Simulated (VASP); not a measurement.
A run of VASP 6.6.1:

Contents of POSCAR:

```
HgTe
1.0
    2.8058125429     -3.5617494023      0.0000000000
    2.8058125429      3.5617494023      0.0000000000
    0.0000000000      0.0000000000      5.8546929393
Hg Te
2 2
Direct
    0.3235324480      0.6764675520      0.7500000000
    0.6764675520      0.3235324480      0.2500000000
    0.7700436172      0.2299563828      0.7500000000
    0.2299563828      0.7700436172      0.2500000000
```

The input INCAR.step1:

```
PREC = Accurate
ENCUT = 520
ISMEAR = 0
SIGMA = 0.15
LREAL = F
LASPH = T
NELM = 80
NBANDS = 26
GGA = PE
ALGO = Normal
EDIFF = 1E-4
LWAVE = T
LCHARG = F
```

Contents of INCAR.step2:

```
PREC = Accurate
ENCUT = 520
EDIFF = 1E-6
ISMEAR = 0
SIGMA = 0.15
LREAL = F
LASPH = T
NELM = 80
ALGO = Normal
ISIF = 2
LWAVE = F
LCHARG = F
METAGGA = R2SCAN
LMIXTAU = T
NBANDS = 26
ISTART = 1
```

The input KPOINTS:

```
Automatic mesh
0
Gamma
  12 12 8
```

Potentials or basis: VASP PAW PBE potentials, release 64 (Hg, Te).

Run with:

```bash
$ cat potpaw_PBE.64/Hg/POTCAR potpaw_PBE.64/Te/POTCAR > POTCAR
$ cp INCAR.step1 INCAR
$ mpirun -np 1 vasp_std > vasp.out
$ cp INCAR.step2 INCAR
$ mpirun -np 1 vasp_std > vasp.out
```

Hardware: 1 thread of Oxide Virtual Turin-like Processor, with other jobs on the host.

Task: Estimate the wall time of this run.

Result: Run time: 59 min on 1 thread of Oxide Virtual Turin-like Processor, on a shared host, peak memory 0.64 GiB. Counts: k points 215.
